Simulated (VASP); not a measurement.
# Li (R-3m) in VASP: further runs

The runs below take Li through single point, with LDA.

Everything below comes from runs of VASP 6.6.1. Logs are shortened: lines on timing, memory, paths and dates and some standing lists are left out, and cuts for length are marked.

## (1) The cell of the first run

It takes space group R-3m (No. 166, trigonal). The conventional cell has a = 3.101 Å, b = 3.101 Å, c = 23.220 Å, α = 90.00°, β = 90.00°, γ = 120.00°. Within 4.1 Å of Li (site symmetry -3m) lie 12 Li at 3.10 to 3.14 Å. Li (site symmetry 3m) has 12 Li at 3.10 to 3.14 Å within 4.1 Å.

## (2) Single point, LDA (zz strain of +2 %)

File INCAR:

```
SYSTEM = Li
  ALGO = Normal
  EDIFF = 1E-6
  ENCUT = 520
  ISIF = 2
  ISMEAR = -1
  LASPH = .TRUE.
  LCHARG = .TRUE.
  LELF = .TRUE.
  LREAL = .FALSE.
  LVHAR = .TRUE.
  LWAVE = .FALSE.
  NBANDS = 12
  NELM = 80
  PREC = Accurate
  SIGMA = 0.08
```

File KPOINTS:

```
k-points
0
G
  12 12 12
  0 0 0
```

File POSCAR:

```
Li
1.0
    1.5504989657      0.8951809952      7.7400660000
   -1.5504989657      0.8951809952      7.7400660000
    0.0000000000     -1.7903619905      7.7400660000
Li
3
Direct
    0.0000000000      0.0000000000      0.0000000000
    0.2220000000      0.2220000000      0.2220000000
    0.7780000000      0.7780000000      0.7780000000
```

Potentials or basis: VASP PAW LDA potentials, release 64 (Li_sv).

Launch:

```
cat potpaw_LDA.64/Li_sv/POTCAR > POTCAR
mpirun -np 1 vasp_std > vasp.out
```

OUTCAR:

```text
SYSTEM = Li
   EDIFF = 1E-6
   ENCUT = 520
   ISIF = 2
   ISMEAR = -1
   LASPH = .TRUE.
   LREAL = .FALSE.
   NELM = 80
   PREC = Accurate

 ion  position               nearest neighbor table
   1  0.000  0.000  0.000-
   2  0.222  0.222  0.222-
   3  0.778  0.778  0.778-

  LATTYP: Found a trigonal (rhomboedric) cell.
 ALAT       =     7.9444331290
 COS(alpha) =     0.9238189192

  Lattice vectors:

 A1 = (   1.5504989657,   0.8951809952,   7.7400660000)
 A2 = (  -1.5504989657,   0.8951809952,   7.7400660000)
 A3 = (   0.0000000000,  -1.7903619905,   7.7400660000)

Analysis of symmetry for initial positions (statically):
=====================================================================
 Subroutine PRICEL returns:
 Original cell was already a primitive cell.

 Routine SETGRP: Setting up the symmetry group for a
 trigonal (rhombohedral) supercell.

 Subroutine GETGRP returns: Found 12 space group operations
 (whereof 12 operations were pure point group operations)
 out of a pool of 12 trial point group operations.

The static configuration has the point symmetry D_3d.

Analysis of symmetry for dynamics (positions and initial velocities):
=====================================================================
 Subroutine PRICEL returns:
 Original cell was already a primitive cell.

 Routine SETGRP: Setting up the symmetry group for a
 trigonal (rhombohedral) supercell.

 Subroutine GETGRP returns: Found 12 space group operations
 (whereof 12 operations were pure point group operations)
 out of a pool of 12 trial point group operations.

The dynamic configuration has the point symmetry D_3d.

 Subroutine INISYM returns: Found 12 space group operations
 (whereof 12 operations are pure point group operations),
 and found     1 'primitive' translations

----------------------------------------------------------------------------------------

                                     Primitive cell

  volume of cell :      64.4582

  direct lattice vectors                    reciprocal lattice vectors
     1.550498966  0.895180995  7.740066000     0.322476836  0.186182088  0.043065955
    -1.550498966  0.895180995  7.740066000    -0.322476836  0.186182088  0.043065955
     0.000000000 -1.790361990  7.740066000     0.000000000 -0.372364176  0.043065955

  length of vectors
     7.944433129  7.944433129  7.944433129     0.374846310  0.374846310  0.374846310

  position of ions in fractional coordinates (direct lattice)
     0.000000000  0.000000000  0.000000000
     0.222000000  0.222000000  0.222000000
     0.778000000  0.778000000  0.778000000

  ion indices of the primitive-cell ions
   primitive index   ion index
                 1           1
                 2           2
                 3           3

[... 86 lines left out ...]
   ISMEAR =    -1;   SIGMA  =   0.08  broadening in eV -4-tet -1-fermi 0-gaus
   EFERMI_NEDOS =   21; number of points for ismear=-14 and -15
   IALGO  =     38    algorithm
   IMIX   =      4    mixing-type and parameters
     AMIX     =   0.40;   BMIX     =  1.00
     AMIX_MAG =   1.60;   BMIX_MAG =  1.00
  volume/ion in A,a.u.               =      21.49       145.00
  Fermi-wavevector in a.u.,A,eV,Ry     =   0.849304  1.604951  9.814106  0.721316
  Thomas-Fermi vector in A             =   1.965103
   LORBIT       =      0    0 simple, 1 ext, 2 COOP (PROOUT), +10 PAW based schemes
   GGA     = CA    functional components
   LHFCALC =     F    Hartree Fock is set to
   AEXX    =    0.0000 exact exchange contribution
   IVDW    =     0    specifies the selected vdW correction
   LEPSILON=     F    determine dielectric tensor
   LRPA    =     F    only Hartree local field effects (RPA)
 non-spin polarized calculation
  energy-cutoff  :      520.00
  volume of cell :       64.46
 maximum number of plane-waves:      1759
   NGX = 29   NGY = 29   NGZ = 29

 number of electron       8.9999998 magnetization

 Free energy of the ion-electron system (eV)
  ---------------------------------------------------
  ext. energy  EPLUGINS =         0.00000000
  ---------------------------------------------------
  free energy    TOTEN  =        -6.11754101 eV

  energy without entropy =       -6.08594165  energy(sigma->0) =       -6.10174133

 E-fermi :   0.4247     XC(G=0):  -6.9986

 val. band max:        0.4205882067   @ k =   0.3333   0.1667   0.0833
 cond. band min:       0.4303863082   @ k =   0.5000  -0.0000   0.0000
 fundamental gap:      0.0097981015
 Fermi energy:         0.4247150648

 k-point     1 :       0.0000    0.0000    0.0000
  band No.  band energies     occupation
      1     -45.2936      2.00000
      2     -45.2823      2.00000
      3     -45.2778      2.00000
      4      -2.9810      2.00000
      5      -1.1428      2.00000
      6      -1.1413      2.00000
      7       5.6390      0.00000
      8       5.6659      0.00000
      9      12.7451      0.00000
     10      12.7451      0.00000
     11      12.8589      0.00000
     12      12.8589      0.00000
[... 331 lines left out ...]
 k-point    24 :      -0.4167    0.1667   -0.0000
  band No.  band energies     occupation
      1     -45.2788      2.00000
      2     -45.2704      2.00000
      3     -45.2688      2.00000
      4       0.8500      0.00977
      5       1.5983      0.00000
      6       1.8634      0.00000
      7       3.9855      0.00000
      8       4.1939      0.00000
      9       4.7764      0.00000
     10       6.5983      0.00000
     11       7.1410      0.00000
     12       8.5577      0.00000

 [... further k-points ...]

------------------------ aborting loop because EDIFF is reached ----------------------------------------

  FORCE on cell =-STRESS in cart. coord.  units (eV):
  Direction    XX          YY          ZZ          XY          YZ          ZX
  --------------------------------------------------------------------------------------
  -------------------------------------------------------------------------------------
  Total       -0.5650675     -0.5650675     -0.8039351      0.0000000      0.0000000      0.0000000
  in kB      -14.0453529    -14.0453529    -19.9826619      0.0000000      0.0000000      0.0000000
  external PRESSURE =     -16.0244559 kB  Pullay stress =       0.0000000 kB

 VOLUME and BASIS-vectors are now :
 -----------------------------------------------------------------------------
  energy-cutoff  :      520.00
  volume of cell :       64.46
      direct lattice vectors                 reciprocal lattice vectors
     1.550498966  0.895180995  7.740066000     0.322476836  0.186182088  0.043065955
    -1.550498966  0.895180995  7.740066000    -0.322476836  0.186182088  0.043065955
     0.000000000 -1.790361990  7.740066000     0.000000000 -0.372364176  0.043065955

 POSITION                                       TOTAL-FORCE (eV/Angst)
 -----------------------------------------------------------------------------------
      0.00000      0.00000      0.00000         0.000000      0.000000     -0.000000
      0.00000     -0.00000      5.15488         0.000000     -0.000000      0.007630
      0.00000     -0.00000     18.06531         0.000000      0.000000     -0.007630
 -----------------------------------------------------------------------------------
    total drift:                               -0.000000     -0.000000      0.000000

  FREE ENERGIE OF THE ION-ELECTRON SYSTEM (eV)
  ---------------------------------------------------
  free  energy   TOTEN  =        -6.1175410067 eV

  energy  without entropy=       -6.0859416528  energy(sigma->0) =       -6.10174133
```

OSZICAR:

```text
N       E                     dE             d eps       ncg     rms          rms(c)
DAV:   1     0.260356319481E+02    0.26036E+02   -0.35138E+03  4536   0.648E+02
DAV:   2     0.119254718570E+00   -0.25916E+02   -0.25139E+02  5344   0.150E+02
DAV:   3    -0.600697448050E+01   -0.61262E+01   -0.60735E+01  8576   0.380E+01
DAV:   4    -0.611990677801E+01   -0.11293E+00   -0.11284E+00  6064   0.889E+00
DAV:   5    -0.612265606398E+01   -0.27493E-02   -0.27491E-02  7116   0.111E+00    0.447E-01
DAV:   6    -0.611923954163E+01    0.34165E-02   -0.17259E-03  8124   0.198E-01    0.250E-01
DAV:   7    -0.611752908728E+01    0.17105E-02   -0.19504E-03  8808   0.225E-01    0.377E-02
DAV:   8    -0.611753739211E+01   -0.83048E-05   -0.19651E-04  5980   0.112E-01    0.228E-02
DAV:   9    -0.611754103698E+01   -0.36449E-05   -0.22455E-05  7388   0.221E-02    0.272E-03
DAV:  10    -0.611754100674E+01    0.30240E-07   -0.73830E-08  4416   0.209E-03
   1 F= -.61175410E+01 E0= -.61017413E+01  d E =-.315994E-01
```

Wall time 4.5 min (1 thread of Intel Xeon 6975P-C (Granite Rapids), shared host); peak memory 0.38 GiB.

Results:

```
Free energy   : -6.1175 eV
Largest force : 0.008 eV/Å
```

Forces in eV/Å, atoms in the order of the input:
```
Li   0.000  0.000  0.000
Li   0.000  0.000  0.008
Li   0.000  0.000 -0.008
```

Caveat: the cell differs from its parent crystal (zz strain of +2 %); the cutoff is under 1.25 times the usual one of these potentials, so pressure, stress and relaxed cells hold a basis-set (Pulay) error.

## (3) Single point, LDA (volume scaled by 1.06)

File INCAR:

```
SYSTEM = Li
  PREC = Accurate
  ENCUT = 520
  EDIFF = 1E-6
  ISMEAR = -1
  SIGMA = 0.08
  LREAL = .False.
  LASPH = .True.
  NELM = 60
  ALGO = Normal
  ISIF = 2
  LWAVE = .False.
  LCHARG = .True.
  LELF = .True.
  LVHAR = .True.
  NBANDS = 12
```

File KPOINTS:

```
Automatic mesh
0
Gamma
  12 12 12
  0 0 0
```

File POSCAR:

```
Li
1.0
    1.5809086266      0.9127380211      7.7371279804
   -1.5809086266      0.9127380211      7.7371279804
    0.0000000000     -1.8254760423      7.7371279804
Li
3
Direct
    0.0000000000      0.0000000000      0.0000000000
    0.2220000000      0.2220000000      0.2220000000
    0.7780000000      0.7780000000      0.7780000000
```

Potentials or basis: VASP PAW LDA potentials, release 64 (Li_sv).

Launch:

```
cat potpaw_LDA.64/Li_sv/POTCAR > POTCAR
mpirun -np 1 vasp_std > vasp.out
```

Wall time 3.7 min (1 thread of Intel Xeon 6975P-C (Granite Rapids), shared host); peak memory 0.39 GiB.

Results (log left out):

| Item | Value |
| --- | --- |
| Free energy | -6.0930 eV |
| Largest force | 0.007 eV/Å |

Forces in eV/Å, atoms in the order of the input:
```
Li   0.000  0.000  0.000
Li   0.000  0.000  0.007
Li   0.000  0.000 -0.007
```

Levels at points of the mesh, in eV from the Fermi level:
```
           k point  band 1  band 2  band 3  band 4  band 5  band 6  band 7  band 8  band 9  band 10
(0.00, 0.00, 0.00)  -45.79  -45.78  -45.77   -3.36   -1.50   -1.50    5.29    5.31   11.79    11.79
(0.50, 0.00, 0.00)  -45.78  -45.77  -45.77   -0.02    0.78    1.00    3.48    3.58    4.20     7.85
(0.50, 0.50, 0.00)  -45.78  -45.77  -45.77    0.25    0.34    1.08    2.97    4.13    5.22     6.28
(0.50, 0.50, 0.50)  -45.79  -45.78  -45.77   -2.89   -2.89    0.03    2.68    9.77    9.81    11.50
```

Caveat: the cutoff is under 1.25 times the usual one of these potentials, so pressure, stress and relaxed cells hold a basis-set (Pulay) error.
